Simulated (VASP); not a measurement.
# MgO in VASP: notebook

MgO is run at these levels: PBE; tasks: single point.

Everything below comes from runs of VASP 6.6.1. Logs are shortened: lines on timing, memory, paths and dates and some standing lists are left out, and cuts for length are marked.

## Step 1: The cell of the first run

The structure is tetragonal, space group I4/mmm (No. 139). The conventional cell has a = 2.973 Å, b = 2.973 Å, c = 4.309 Å, α = 90.00°, β = 90.00°, γ = 90.00°. Mg (site symmetry 4/mmm) has 6 O at 2.10 to 2.15 Å within 2.8 Å. Within 2.8 Å of O (site symmetry 4/mmm) lie 6 Mg at 2.10 to 2.15 Å.

## Step 2: Single point, PBE (uniaxial x strain +2.5%)

The input, INCAR:

```
SYSTEM = MgO
  ALGO = Normal
  EDIFF = 1E-7
  ENCUT = 520
  GGA = PE
  ISIF = 2
  ISMEAR = 0
  LASPH = .TRUE.
  LCHARG = .TRUE.
  LELF = .TRUE.
  LREAL = .FALSE.
  LVHAR = .TRUE.
  LWAVE = .FALSE.
  NBANDS = 11
  NELM = 60
  PREC = Accurate
  SIGMA = 0.01
```

The input, KPOINTS:

```
k-points
0
G
  6 6 6
  0 0 0
```

The input, POSCAR:

```
MgO
1.0
    0.0000000000      2.1021674167      2.1021674167
    2.1547216021      0.0000000000      2.1021674167
    2.1547216021      2.1021674167      0.0000000000
Mg O
1 1
Direct
    0.0000000000      0.0000000000      0.0000000000
    0.5000000000      0.5000000000      0.5000000000
```

Potentials or basis: VASP PAW PBE potentials, release 64 (Mg, O).

Started as:

```
> cat potpaw_PBE.64/Mg/POTCAR potpaw_PBE.64/O/POTCAR > POTCAR
> mpirun -np 1 vasp_std > vasp.out
```

OUTCAR:

```text
SYSTEM = MgO
   EDIFF = 1E-7
   ENCUT = 520
   GGA = PE
   ISIF = 2
   ISMEAR = 0
   LASPH = .TRUE.
   LREAL = .FALSE.
   NELM = 60
   PREC = Accurate

 ion  position               nearest neighbor table
   1  0.000  0.000  0.000-   2 2.10   2 2.10   2 2.10   2 2.10   2 2.15   2 2.15
   2  0.500  0.500  0.500-   1 2.10   1 2.10   1 2.10   1 2.10   1 2.15   1 2.15

  LATTYP: Found a body centered tetragonal cell.
 ALAT       =     2.9729136711
 C/A-ratio  =     1.4495689014

  Lattice vectors:

 A1 = (   2.1547216021,   0.0000000000,   2.1021674167)
 A2 = (   2.1547216021,   0.0000000000,  -2.1021674167)
 A3 = (  -2.1547216021,   2.1021674167,   0.0000000000)

Analysis of symmetry for initial positions (statically):
=====================================================================
 Subroutine PRICEL returns:
 Original cell was already a primitive cell.

 Routine SETGRP: Setting up the symmetry group for a
 body centered tetragonal supercell.

 Subroutine GETGRP returns: Found 16 space group operations
 (whereof 16 operations were pure point group operations)
 out of a pool of 16 trial point group operations.

The static configuration has the point symmetry D_4h.

Analysis of symmetry for dynamics (positions and initial velocities):
=====================================================================
 Subroutine PRICEL returns:
 Original cell was already a primitive cell.

 Routine SETGRP: Setting up the symmetry group for a
 body centered tetragonal supercell.

 Subroutine GETGRP returns: Found 16 space group operations
 (whereof 16 operations were pure point group operations)
 out of a pool of 16 trial point group operations.

The dynamic configuration has the point symmetry D_4h.

 Subroutine INISYM returns: Found 16 space group operations
 (whereof 16 operations are pure point group operations),
 and found     1 'primitive' translations

----------------------------------------------------------------------------------------

                                     Primitive cell

  volume of cell :      19.0439

  direct lattice vectors                    reciprocal lattice vectors
     0.000000000  2.102167417  2.102167417    -0.232048539  0.237849753  0.237849753
     2.154721602  0.000000000  2.102167417     0.232048539 -0.237849753  0.237849753
     2.154721602  2.102167417  0.000000000     0.232048539  0.237849753 -0.237849753

  length of vectors
     2.972913671  3.010304475  3.010304475     0.408645977  0.408645977  0.408645977

  position of ions in fractional coordinates (direct lattice)
     0.000000000  0.000000000  0.000000000
[... 83 lines left out ...]
   NFREE  =      0    steps in history (QN), initial steepest desc. (CG)
   ISIF   =      2    stress and relaxation
   ISYM   =      2    0-nonsym 1-usesym 2-fastsym
   POTIM  = 0.5000    time-step for ionic-motion
   TEBEG  =    0.0;   TEEND  =   0.0 temperature during run
   PSTRESS=    0.0 pullay stress
   NELECT =       8.0000    total number of electrons
   NUPDOWN=      -1.0000    fix difference up-down
   EMIN   =  10.00;   EMAX   =-10.00  energy-range for DOS
   EFERMI =   0.00;   METHOD = LEGACY
   ISMEAR =     0;   SIGMA  =   0.01  broadening in eV -4-tet -1-fermi 0-gaus
   EFERMI_NEDOS =   21; number of points for ismear=-14 and -15
   IALGO  =     38    algorithm
   IMIX   =      4    mixing-type and parameters
     AMIX     =   0.40;   BMIX     =  1.00
     AMIX_MAG =   1.60;   BMIX_MAG =  1.00
  volume/ion in A,a.u.               =       9.52        64.26
  Fermi-wavevector in a.u.,A,eV,Ry     =   1.226082  2.316959 20.453332  1.503277
  Thomas-Fermi vector in A             =   2.361096
   LORBIT       =      0    0 simple, 1 ext, 2 COOP (PROOUT), +10 PAW based schemes
   GGA     = PE    functional components
   LHFCALC =     F    Hartree Fock is set to
   AEXX    =    0.0000 exact exchange contribution
   IVDW    =     0    specifies the selected vdW correction
   LEPSILON=     F    determine dielectric tensor
   LRPA    =     F    only Hartree local field effects (RPA)
 non-spin polarized calculation
 Gauss-broadening in eV      SIGMA  =   0.01
  energy-cutoff  :      520.00
  volume of cell :       19.04
 maximum number of plane-waves:       533
 NGX is ok and might be reduce to    24
   NGX = 11   NGY = 11   NGZ = 11

 number of electron       8.0000004 magnetization

 Free energy of the ion-electron system (eV)
  ---------------------------------------------------
  ext. energy  EPLUGINS =         0.00000000
  ---------------------------------------------------
  free energy    TOTEN  =       -11.90655024 eV

  energy without entropy =      -11.90655024  energy(sigma->0) =      -11.90655024

 E-fermi :   3.1702     XC(G=0): -10.9870

 val. band max:        3.0781418062   @ k =   0.0000   0.0000   0.0000
 cond. band min:       7.5822028510   @ k =   0.0000   0.0000   0.0000
 fundamental gap:      4.5040610448
 Fermi energy:         3.1701854103

 k-point     1 :       0.0000    0.0000    0.0000
  band No.  band energies     occupation
      1     -14.1231      2.00000
      2       3.0261      2.00000
      3       3.0261      2.00000
      4       3.0781      2.00000
      5       7.5822      0.00000
      6      18.5701      0.00000
      7      18.8280      0.00000
      8      18.8280      0.00000
      9      22.6100      0.00000
     10      23.9677      0.00000
     11      24.7549      0.00000
[... 309 lines left out ...]
 k-point    24 :       0.3333   -0.3333    0.1667
  band No.  band energies     occupation
      1     -12.6541      2.00000
      2      -0.4729      2.00000
      3       0.6160      2.00000
      4       1.8438      2.00000
      5      13.4371      0.00000
      6      14.8175      0.00000
      7      15.5732      0.00000
      8      19.1099      0.00000
      9      23.4513      0.00000
     10      24.6248      0.00000
     11      30.6974      0.00000

 [... further k-points ...]
[... 5 lines left out ...]
  --------------------------------------------------------------------------------------
  -------------------------------------------------------------------------------------
  Total       -0.2322315      0.3018599      0.3018599      0.0000000      0.0000000      0.0000000
  in kB      -19.5378121     25.3957046     25.3957046      0.0000000      0.0000000      0.0000000
  external PRESSURE =      10.4178657 kB  Pullay stress =       0.0000000 kB

 VOLUME and BASIS-vectors are now :
 -----------------------------------------------------------------------------
  energy-cutoff  :      520.00
  volume of cell :       19.04
      direct lattice vectors                 reciprocal lattice vectors
     0.000000000  2.102167417  2.102167417    -0.232048539  0.237849753  0.237849753
     2.154721602  0.000000000  2.102167417     0.232048539 -0.237849753  0.237849753
     2.154721602  2.102167417  0.000000000     0.232048539  0.237849753 -0.237849753

 POSITION                                       TOTAL-FORCE (eV/Angst)
 -----------------------------------------------------------------------------------
      0.00000      0.00000      0.00000         0.000000      0.000000     -0.000000
      2.15472      2.10217      2.10217        -0.000000     -0.000000      0.000000
 -----------------------------------------------------------------------------------
    total drift:                               -0.000000     -0.000000      0.000000

  FREE ENERGIE OF THE ION-ELECTRON SYSTEM (eV)
  ---------------------------------------------------
  free  energy   TOTEN  =       -11.9065502447 eV

  energy  without entropy=      -11.9065502447  energy(sigma->0) =      -11.90655024
```

OSZICAR:

```text
N       E                     dE             d eps       ncg     rms          rms(c)
DAV:   1     0.123319785959E+02    0.12332E+02   -0.47050E+03   740   0.656E+02
DAV:   2    -0.129266944201E+02   -0.25259E+02   -0.24255E+02   757   0.132E+02
DAV:   3    -0.134667256338E+02   -0.54003E+00   -0.53948E+00   794   0.166E+01
DAV:   4    -0.134679194390E+02   -0.11938E-02   -0.11938E-02   720   0.909E-01
DAV:   5    -0.134679231182E+02   -0.36793E-05   -0.36793E-05   777   0.499E-02    0.721E+00
DAV:   6    -0.119240130199E+02    0.15439E+01   -0.89022E+00   684   0.163E+01    0.224E+00
DAV:   7    -0.119124449794E+02    0.11568E-01   -0.68063E-02   735   0.217E+00    0.135E+00
DAV:   8    -0.119070455046E+02    0.53995E-02   -0.29936E-02   705   0.193E+00    0.257E-01
DAV:   9    -0.119065725671E+02    0.47294E-03   -0.76184E-04   735   0.190E-01    0.139E-01
DAV:  10    -0.119065481642E+02    0.24403E-04   -0.59586E-04   720   0.178E-01    0.102E-02
DAV:  11    -0.119065504730E+02   -0.23088E-05   -0.30638E-06   771   0.149E-02    0.571E-03
DAV:  12    -0.119065502571E+02    0.21592E-06   -0.59356E-07   768   0.592E-03    0.788E-04
DAV:  13    -0.119065502447E+02    0.12384E-07   -0.99999E-08   411   0.176E-03
   1 F= -.11906550E+02 E0= -.11906550E+02  d E =-.420179E-41
```

stdout:

```text
POSCAR found type information on POSCAR MgO
 POSCAR found :  2 types and       2 ions
 scaLAPACK will be used
 LDA part: xc-table for (Slater+PW92), standard interpolation
 POSCAR, INCAR and KPOINTS ok, starting setup
 FFT: planning ... GRIDC
 FFT: planning ... GRID_SOFT
 FFT: planning ... GRID
 WAVECAR not read
 entering main loop
```

Wall time 9.5 s (1 thread of AMD EPYC 7R43 (Zen 3), shared host); peak memory 0.1 GiB.

What came out:

```
Free energy            : -11.9066 eV
Pressure               : 1.0 GPa
Band gap on the k mesh : 4.50 eV, direct
```

Stress tensor (GPa, compression positive):
```
-1.95  0.00  0.00
 0.00  2.54  0.00
 0.00  0.00  2.54
```

Levels at points of the mesh, in eV from the valence-band top:
```csv
k point,band 1,band 2,band 3,band 4,band 5,band 6,band 7,band 8
"(0.00, 0.00, 0.00)",-17.20,-0.05,-0.05,0.00,4.50,15.49,15.75,15.75
"(0.50, 0.00, 0.00)",-15.96,-4.57,-0.69,-0.64,7.74,12.35,15.82,16.36
"(0.50, 0.50, 0.00)",-15.69,-4.01,-1.47,-1.31,8.98,9.72,12.97,18.32
"(0.00, 0.50, 0.50)",-15.76,-4.09,-1.29,-1.29,9.23,9.76,12.65,18.85
```

Caveat: the k points lie up to 0.43 Å⁻¹ apart; the cell differs from its parent crystal (uniaxial x strain +2.5%).

## Step 3: Single point, PBE (strain along [111] +1.5%)

The input, INCAR:

```
  PREC = Accurate
  ENCUT = 520
  EDIFF = 1E-7
  ISMEAR = 0
  SIGMA = 0.01
  LREAL = F
  LASPH = T
  NELM = 80
  ALGO = Normal
  ISIF = 2
  LWAVE = F
  LCHARG = F
  GGA = PE
  NBANDS = 11
```

The input, KPOINTS:

```
Automatic mesh
0
Gamma
  6 6 6
```

The input, POSCAR:

```
MgO
1.0
    0.0210216742      2.1231890908      2.1231890908
    2.1231890908      0.0210216742      2.1231890908
    2.1231890908      2.1231890908      0.0210216742
Mg O
1 1
Direct
    0.0000000000      0.0000000000      0.0000000000
    0.5000000000      0.5000000000      0.5000000000
```

Potentials or basis: VASP PAW PBE potentials, release 64 (Mg, O).

Started as:

```
> cat potpaw_PBE.64/Mg/POTCAR potpaw_PBE.64/O/POTCAR > POTCAR
> mpirun -np 1 vasp_std > vasp.out
```

OUTCAR:

```text
PREC = Accurate
   ENCUT = 520
   EDIFF = 1E-7
   ISMEAR = 0
   LREAL = F
   LASPH = T
   NELM = 80
   ISIF = 2
   GGA = PE

 ion  position               nearest neighbor table
   1  0.000  0.000  0.000-   2 2.11   2 2.11   2 2.11   2 2.11   2 2.11   2 2.11
   2  0.500  0.500  0.500-   1 2.11   1 2.11   1 2.11   1 2.11   1 2.11   1 2.11

  LATTYP: Found a trigonal (rhomboedric) cell.
 ALAT       =     3.0027163938
 COS(alpha) =     0.5098759986

  Lattice vectors:

 A1 = (   0.0210216742,   2.1231890908,   2.1231890908)
 A2 = (   2.1231890908,   0.0210216742,   2.1231890908)
 A3 = (   2.1231890908,   2.1231890908,   0.0210216742)

Analysis of symmetry for initial positions (statically):
=====================================================================
 Subroutine PRICEL returns:
 Original cell was already a primitive cell.

 Routine SETGRP: Setting up the symmetry group for a
 trigonal (rhombohedral) supercell.

 Subroutine GETGRP returns: Found 12 space group operations
 (whereof 12 operations were pure point group operations)
 out of a pool of 12 trial point group operations.

The static configuration has the point symmetry D_3d.

[... 165 lines left out ...]
 fundamental gap:      4.5935578890
 Fermi energy:         3.2165019688

 k-point     1 :       0.0000    0.0000    0.0000
  band No.  band energies     occupation
      1     -14.0974      2.00000
      2       3.0431      2.00000
      3       3.1564      2.00000
      4       3.1564      2.00000
      5       7.7499      0.00000
      6      18.5842      0.00000
      7      19.0082      0.00000
      8      19.0082      0.00000
      9      22.7498      0.00000
     10      24.5227      0.00000
     11      24.5227      0.00000
[... 309 lines left out ...]
 k-point    24 :      -0.3333    0.5000    0.1667
  band No.  band energies     occupation
      1     -12.5427      2.00000
      2      -0.4053      2.00000
      3       0.8978      2.00000
      4       1.4696      2.00000
      5      13.6108      0.00000
      6      14.4380      0.00000
      7      15.5093      0.00000
      8      19.4830      0.00000
      9      23.1690      0.00000
     10      27.6405      0.00000
     11      29.1367      0.00000

 [... further k-points ...]
[... 5 lines left out ...]
  --------------------------------------------------------------------------------------
  -------------------------------------------------------------------------------------
  Total        0.2840475      0.2840475      0.2840475     -0.1740887     -0.1740887     -0.1740887
  in kB       24.1325722     24.1325722     24.1325722    -14.7905111    -14.7905111    -14.7905111
  external PRESSURE =      24.1325722 kB  Pullay stress =       0.0000000 kB

 VOLUME and BASIS-vectors are now :
 -----------------------------------------------------------------------------
  energy-cutoff  :      520.00
  volume of cell :       18.86
      direct lattice vectors                 reciprocal lattice vectors
     0.021021674  2.123189091  2.123189091    -0.239021426  0.236678079  0.236678079
     2.123189091  0.021021674  2.123189091     0.236678079 -0.239021426  0.236678079
     2.123189091  2.123189091  0.021021674     0.236678079  0.236678079 -0.239021426

 POSITION                                       TOTAL-FORCE (eV/Angst)
 -----------------------------------------------------------------------------------
      0.00000      0.00000      0.00000        -0.000000     -0.000000     -0.000000
      2.13370      2.13370      2.13370         0.000000      0.000000      0.000000
 -----------------------------------------------------------------------------------
    total drift:                               -0.000000     -0.000000      0.000000

  FREE ENERGIE OF THE ION-ELECTRON SYSTEM (eV)
  ---------------------------------------------------
  free  energy   TOTEN  =       -11.9063143975 eV

  energy  without entropy=      -11.9063143975  energy(sigma->0) =      -11.90631440
```

OSZICAR:

```text
N       E                     dE             d eps       ncg     rms          rms(c)
DAV:   1     0.146367724639E+02    0.14637E+02   -0.45613E+03   792   0.643E+02
DAV:   2    -0.127819801137E+02   -0.27419E+02   -0.26834E+02   811   0.134E+02
DAV:   3    -0.134640344974E+02   -0.68205E+00   -0.68123E+00   827   0.182E+01
DAV:   4    -0.134658784559E+02   -0.18440E-02   -0.18439E-02   776   0.105E+00
DAV:   5    -0.134658844693E+02   -0.60134E-05   -0.60133E-05   818   0.576E-02    0.721E+00
DAV:   6    -0.119232332734E+02    0.15427E+01   -0.87920E+00   728   0.163E+01    0.223E+00
DAV:   7    -0.119120086989E+02    0.11225E-01   -0.65358E-02   770   0.216E+00    0.135E+00
DAV:   8    -0.119067624574E+02    0.52462E-02   -0.28858E-02   770   0.190E+00    0.248E-01
DAV:   9    -0.119063343363E+02    0.42812E-03   -0.68003E-04   773   0.181E-01    0.135E-01
DAV:  10    -0.119063133884E+02    0.20948E-04   -0.53629E-04   767   0.170E-01    0.954E-03
DAV:  11    -0.119063147881E+02   -0.13997E-05   -0.29111E-06   818   0.143E-02    0.559E-03
DAV:  12    -0.119063144016E+02    0.38654E-06   -0.63348E-07   797   0.599E-03    0.566E-04
DAV:  13    -0.119063143975E+02    0.40757E-08   -0.64180E-08   427   0.140E-03
   1 F= -.11906314E+02 E0= -.11906314E+02  d E =-.101629E-19
```

It took 9.4 s on 1 thread of AMD EPYC 7R43 (Zen 3), shared host; peak memory 0.1 GiB.

What came out:

* Free energy: -11.9063 eV
* Pressure: 2.4 GPa
* Band gap on the k mesh: 4.59 eV, direct

Stress tensor (GPa, compression positive):
```
 2.41 -1.48 -1.48
-1.48  2.41 -1.48
-1.48 -1.48  2.41
```

Caveat: the k points lie up to 0.43 Å⁻¹ apart; the cell differs from its parent crystal (strain along [111] +1.5%).

## Step 4: Single point, PBE (shear xy strain -5.0%)

The input, INCAR:

```
SYSTEM = MgO
  ALGO = Normal
  EDIFF = 1E-6
  ENCUT = 520
  GGA = PE
  ISIF = 2
  ISMEAR = 0
  LASPH = .TRUE.
  LCHARG = .FALSE.
  LREAL = .FALSE.
  LWAVE = .FALSE.
  NBANDS = 11
  NELM = 80
  PREC = Accurate
  SIGMA = 0.01
```

The input, KPOINTS:

```
k-points
0
G
  6 6 6
  0 0 0
```

The input, POSCAR:

```
MgO
1.0
   -0.0525541854      2.1021674167      2.1021674167
    2.1021674167     -0.0525541854      2.1021674167
    2.0496132312      2.0496132312      0.0000000000
Mg O
1 1
Direct
    0.0000000000      0.0000000000      0.0000000000
    0.5000000000      0.5000000000      0.5000000000
```

Started as:

```
> cat potpaw_PBE.64/Mg/POTCAR potpaw_PBE.64/O/POTCAR > POTCAR
> mpirun -np 1 vasp_std > vasp.out
```

Wall time 11 s (1 thread of AMD EPYC 7R43 (Zen 3), shared host); peak memory 0.11 GiB.

It converged, with:

```yaml
Free_energy: -11.8803 eV
Pressure: 5.0 GPa
Band_gap_on_the_k_mesh: 4.56 eV, direct
```

Stress tensor (GPa, compression positive):
```
5.19 7.44 0.00
7.44 5.19 0.00
0.00 0.00 4.64
```

Levels at points of the mesh, in eV from the valence-band top:
| k point | band 1 | band 2 | band 3 | band 4 | band 5 | band 6 | band 7 | band 8 |
| --- | --- | --- | --- | --- | --- | --- | --- | --- |
| (0.00, 0.00, 0.00) | -17.49 | -0.38 | -0.21 | 0.00 | 4.56 | 14.92 | 15.67 | 16.39 |
| (0.50, 0.00, 0.00) | -16.25 | -4.93 | -0.85 | -0.63 | 7.89 | 12.18 | 16.31 | 16.80 |
| (0.50, 0.50, 0.00) | -15.93 | -4.31 | -1.85 | -1.24 | 8.63 | 10.15 | 12.96 | 18.37 |
| (0.00, 0.00, 0.50) | -16.13 | -4.75 | -1.05 | -0.87 | 7.55 | 12.73 | 15.59 | 16.08 |
| (0.50, 0.00, 0.50) | -15.92 | -4.30 | -1.55 | -1.55 | 8.93 | 9.83 | 12.91 | 18.86 |

Caveat: the k points lie up to 0.44 Å⁻¹ apart; the cell differs from its parent crystal (shear xy strain -5.0%).

## Step 5: Overview

```tsv
cell	gap on the mesh (eV)	pressure (GPa)
a = 2.973, b = 3.010, c = 3.010 Å, angles 59.2, 60.4, 60.4°, 2 atoms	4.50	1.0
a = 3.003 Å, angles 59.3°, 2 atoms	4.59	2.4
a = 2.973, b = 2.973, c = 2.899 Å, angles 60.8, 60.8, 61.7°, 2 atoms	4.56	5.0
```

Alike in all rows: task single point; level PBE; potentials or basis VASP PAW PBE potentials, release 64 (Mg, O); no spin polarisation; k mesh 6 × 6 × 6; cutoff (eV) 520; smearing gaussian 0.01 eV.

Caveats: all runs use coarse meshes.

Total energies depend on the potentials used, so only differences within one code and one set of settings carry meaning.
